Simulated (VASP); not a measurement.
# Ru (P6_3/mmc) in VASP: electric field gradients with PBE

Aim: the electric field gradients of Ru with PBE.

All numbers are computed with VASP 6.6.1; they aren't measurements. Logs are shortened: lines on timing, memory, paths and dates and some standing lists are left out, and cuts for length are marked.

## 1. The cell of the first run

The structure is hexagonal, space group P6_3/mmc (No. 194). The conventional cell has a = 2.706 Å, b = 2.706 Å, c = 4.282 Å, α = 90.00°, β = 90.00°, γ = 120.00°. Within 3.5 Å of Ru (site symmetry -6m2) lie 12 Ru at 2.65 to 2.71 Å.

## 2. Electric field gradients, PBE

File INCAR:

```
PREC     = Accurate       # precision mode
ENCUT    = 520            # plane-wave cutoff, eV
EDIFF    = 1E-8           # SCF threshold, eV
ISMEAR   = -1             # smearing method
SIGMA    = 0.02           # smearing width, eV
LREAL    = False          # projectors in reciprocal space
LASPH    = True           # aspherical terms in the spheres
NELM     = 60             # most SCF steps
ALGO     = Normal         # electronic algorithm
ISIF     = 2              # what is computed and relaxed
LWAVE    = False          # write WAVECAR
LCHARG   = False          # write CHGCAR
GGA      = PE             # functional
LEFG     = True         
NBANDS   = 21             # bands
```

File KPOINTS:

```
regular mesh
0
Gamma
  18 18 10
```

File POSCAR:

```
Ru
1.0
    2.7058000000      0.0000000000      0.0000000000
   -1.3529000000      2.3432915376      0.0000000000
    0.0000000000      0.0000000000      4.2819000000
Ru
2
Direct
    0.3333333333      0.6666666667      0.2500000000
    0.6666666667      0.3333333333      0.7500000000
```

Potentials or basis: VASP PAW PBE potentials, release 64 (Ru_pv).

On the command line:

```bash
$ cat potpaw_PBE.64/Ru_pv/POTCAR > POTCAR
$ mpirun -np 1 vasp_std > vasp.out
```

OUTCAR:

```text
PREC = Accurate
   ENCUT = 520
   EDIFF = 1E-8
   ISMEAR = -1
   LREAL = False
   LASPH = True
   NELM = 60
   ISIF = 2
   GGA = PE

 ion  position               nearest neighbor table
   1  0.333  0.667  0.250-   2 2.65   2 2.65   2 2.65   2 2.65   2 2.65   2 2.65
   2  0.667  0.333  0.750-   1 2.65   1 2.65   1 2.65   1 2.65   1 2.65   1 2.65

  LATTYP: Found a hexagonal cell.
 ALAT       =     2.7058000000
 C/A-ratio  =     1.5824894671

  Lattice vectors:

 A1 = (   2.7058000000,   0.0000000000,   0.0000000000)
 A2 = (  -1.3529000000,   2.3432915376,   0.0000000000)
 A3 = (   0.0000000000,   0.0000000000,   4.2819000000)

Analysis of symmetry for initial positions (statically):
=====================================================================
 Subroutine PRICEL returns:
 Original cell was already a primitive cell.

 Routine SETGRP: Setting up the symmetry group for a
 hexagonal supercell.

 Subroutine GETGRP returns: Found 24 space group operations
 (whereof 12 operations were pure point group operations)
 out of a pool of 24 trial point group operations.

The static configuration has the point symmetry D_3d.
 The point group associated with its full space group is D_6h.

Analysis of symmetry for dynamics (positions and initial velocities):
=====================================================================
 Subroutine PRICEL returns:
 Original cell was already a primitive cell.

 Routine SETGRP: Setting up the symmetry group for a
 hexagonal supercell.

 Subroutine GETGRP returns: Found 24 space group operations
 (whereof 12 operations were pure point group operations)
 out of a pool of 24 trial point group operations.

The dynamic configuration has the point symmetry D_3d.
 The point group associated with its full space group is D_6h.

 Subroutine INISYM returns: Found 24 space group operations
 (whereof 12 operations are pure point group operations),
 and found     1 'primitive' translations

----------------------------------------------------------------------------------------

                                     Primitive cell

  volume of cell :      27.1493

  direct lattice vectors                    reciprocal lattice vectors
[... 122 lines left out ...]
 NGX is ok and might be reduce to    20
   NGX =  9   NGY =  9   NGZ = 15

 number of electron      28.0000009 magnetization

 Free energy of the ion-electron system (eV)
  ---------------------------------------------------
  ext. energy  EPLUGINS =         0.00000000
  ---------------------------------------------------
  free energy    TOTEN  =       -18.46291078 eV

  energy without entropy =      -18.46030858  energy(sigma->0) =      -18.46160968

 E-fermi :  12.8323     XC(G=0): -14.1204

 val. band max:       12.8280401852   @ k =   0.1667   0.0000   0.4000
 cond. band min:      12.8359711637   @ k =   0.1667   0.1111   0.3000
 fundamental gap:      0.0079309785
 Fermi energy:        12.8323191325

 k-point     1 :       0.0000    0.0000    0.0000
  band No.  band energies     occupation
      1     -30.8040      2.00000
      2     -29.8701      2.00000
      3     -29.8701      2.00000
      4     -29.6999      2.00000
      5     -29.6999      2.00000
      6     -29.6600      2.00000
[... 565 lines left out ...]
     20      23.2669      0.00000
     21      24.0165      0.00000

 [... further k-points ...]

------------------------ aborting loop because EDIFF is reached ----------------------------------------

  FORCE on cell =-STRESS in cart. coord.  units (eV):
  Direction    XX          YY          ZZ          XY          YZ          ZX
  --------------------------------------------------------------------------------------
  -------------------------------------------------------------------------------------
  Total        0.7516781      0.7516781      0.7093001      0.0000000      0.0000000     -0.0000000
  in kB       44.3592228     44.3592228     41.8583445      0.0000000      0.0000000     -0.0000000
  external PRESSURE =      43.5255967 kB  Pullay stress =       0.0000000 kB

 VOLUME and BASIS-vectors are now :
 -----------------------------------------------------------------------------
  energy-cutoff  :      520.00
  volume of cell :       27.15
      direct lattice vectors                 reciprocal lattice vectors
     2.705800000  0.000000000  0.000000000     0.369576465  0.213375072  0.000000000
    -1.352900000  2.343291538  0.000000000     0.000000000  0.426750144  0.000000000
     0.000000000  0.000000000  4.281900000     0.000000000  0.000000000  0.233541185

 POSITION                                       TOTAL-FORCE (eV/Angst)
 -----------------------------------------------------------------------------------
     -0.00000      1.56219      1.07048         0.000000     -0.000000      0.000000
      1.35290      0.78110      3.21143        -0.000000      0.000000      0.000000
 -----------------------------------------------------------------------------------
    total drift:                               -0.000000      0.000000     -0.000000

  FREE ENERGIE OF THE ION-ELECTRON SYSTEM (eV)
  ---------------------------------------------------
  free  energy   TOTEN  =       -18.4629107779 eV

  energy  without entropy=      -18.4603085798  energy(sigma->0) =      -18.46160968

 Electric field gradients (V/A^2)
---------------------------------------------------------------------
 ion       V_xx      V_yy      V_zz      V_xy      V_xz      V_yz
---------------------------------------------------------------------
   1       6.486     6.488   -12.974     0.002     0.000    -0.000
   2       6.486     6.488   -12.974     0.002    -0.000     0.000
---------------------------------------------------------------------

 Electric field gradients after diagonalization (V/A^2)
 (convention: |V_zz| > |V_xx| > |V_yy|)
----------------------------------------------------------------------
 ion       V_xx      V_yy      V_zz     asymmetry (V_yy - V_xx)/ V_zz
----------------------------------------------------------------------
   1       6.489     6.485   -12.974       0.000
   2       6.489     6.485   -12.974       0.000
----------------------------------------------------------------------

           NMR quadrupolar parameters

 Cq : quadrupolar parameter    Cq=e*Q*V_zz/h
 eta: asymmetry parameters     (V_yy - V_xx)/ V_zz
 Q  : nuclear electric quadrupole moment in mb (millibarn)
----------------------------------------------------------------------
 ion       Cq(MHz)       eta       Q (mb)
----------------------------------------------------------------------
   1      -0.031       0.000       1.000
   2      -0.031       0.000       1.000
----------------------------------------------------------------------
```

OSZICAR:

```text
N       E                     dE             d eps       ncg     rms          rms(c)
DAV:   1     0.288178390695E+03    0.28818E+03   -0.17595E+04  9340   0.148E+03
DAV:   2    -0.140063575039E+02   -0.30218E+03   -0.29294E+03  9592   0.445E+02
DAV:   3    -0.197636416435E+02   -0.57573E+01   -0.57199E+01 11014   0.689E+01
DAV:   4    -0.198063170480E+02   -0.42675E-01   -0.42623E-01 11811   0.568E+00
DAV:   5    -0.198068273750E+02   -0.51033E-03   -0.50705E-03 10648   0.553E-01    0.178E+01
DAV:   6    -0.185456511204E+02    0.12612E+01   -0.28335E+00 10629   0.165E+01    0.479E+00
DAV:   7    -0.184705131584E+02    0.75138E-01   -0.41842E-01 10744   0.481E+00    0.105E+00
DAV:   8    -0.184631722175E+02    0.73409E-02   -0.17223E-02 10179   0.109E+00    0.306E-01
DAV:   9    -0.184629038570E+02    0.26836E-03   -0.65102E-04 10672   0.270E-01    0.339E-02
DAV:  10    -0.184629135321E+02   -0.96751E-05   -0.48684E-05 10587   0.722E-02    0.172E-02
DAV:  11    -0.184629107871E+02    0.27450E-05   -0.89711E-06 10529   0.287E-02    0.132E-03
DAV:  12    -0.184629107779E+02    0.92155E-08   -0.66117E-08 10764   0.250E-03
   1 F= -.18462911E+02 E0= -.18461610E+02  d E =-.260220E-02
```

stdout:

```text
POSCAR found type information on POSCAR Ru
 POSCAR found :  1 types and       2 ions
 scaLAPACK will be used
 LDA part: xc-table for (Slater+PW92), standard interpolation
 POSCAR, INCAR and KPOINTS ok, starting setup
 FFT: planning ... GRIDC
 FFT: planning ... GRID_SOFT
 FFT: planning ... GRID
 WAVECAR not read
 entering main loop
ion   1

ion   2
```

Wall time 35 s (1 thread of Intel Xeon 6975P-C (Granite Rapids), shared host); peak memory 0.21 GiB.

What came out:

```yaml
Free_energy: -18.4629 eV
Pressure: 4.4 GPa
Band_gap_on_the_k_mesh: zero (bands 14 and 15 overlap by 3.13 eV)
Largest_electric_field_gradient_by_atom: Ru -13.0 V/Å²
```

Levels at points of the mesh, in eV from the Fermi level:
```csv
k point,band 12,band 13,band 14,band 15,band 16,band 17
"(0.00, 0.00, 0.00)",-1.90,-1.90,-1.38,-1.38,1.19,1.19
"(0.50, 0.00, 0.00)",-1.78,-1.51,1.44,1.86,1.93,4.08
"(0.00, 0.00, 0.50)",-2.75,-2.70,-2.70,0.56,0.56,0.56
"(0.50, 0.00, 0.50)",-1.05,0.46,0.46,1.69,1.69,3.41
```

Electric field gradients, principal values (V/Å²):
```
atom  least  middle  greatest (by size)
1 Ru  6.485   6.489             -12.974
2 Ru  6.485   6.489             -12.974
```

Caveat: the cell stands under pressure; without QUAD_EFG the Cq values of the log hold for a quadrupole moment of 1 mb, not for the nuclei.
